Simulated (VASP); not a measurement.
ZrO2, 3 atoms in the cell. Symmetry: Fm-3m, No. 225, cubic system. Conventional cell: a = 5.116 Å, b = 5.116 Å, c = 5.116 Å, α = 90.00°, β = 90.00°, γ = 90.00°. Within 2.9 Å of Zr (site symmetry m-3m) lie 8 O at 2.22 Å. Within 2.9 Å of O (site symmetry -43m) lie 4 Zr at 2.22 Å and 6 O at 2.56 Å. 

| Property | Result |
| --- | --- |
| Program | VASP 6.6.1 |
| Task | single point |
| Functional | PBE |
| Potentials or basis | VASP PAW PBE potentials, release 64 (Zr_sv, O) |
| Cutoff | 600 eV |
| k mesh | 12 × 12 × 12 |
| Occupations | gaussian, width 0.05 eV |
| Spin | no spin polarisation |
| Dipole correction | no |
| Further INCAR settings | ALGO = Normal; EDIFF = 1e-06; NBANDS = 19 |

Potentials or basis: VASP PAW PBE potentials, release 64 (Zr_sv, O).

Command:

```console
$ cat potpaw_PBE.64/Zr_sv/POTCAR potpaw_PBE.64/O/POTCAR > POTCAR
$ mpirun -np 1 vasp_std > vasp.out
```

Hardware: 1 thread of AMD EPYC 7R13, on a shared host.

Q: Estimate the wall time of this run.

A: It took 100 s on 1 thread of AMD EPYC 7R13 (shared host), peak memory 0.17 GiB. Counts: scf iterations 15, k points 72.
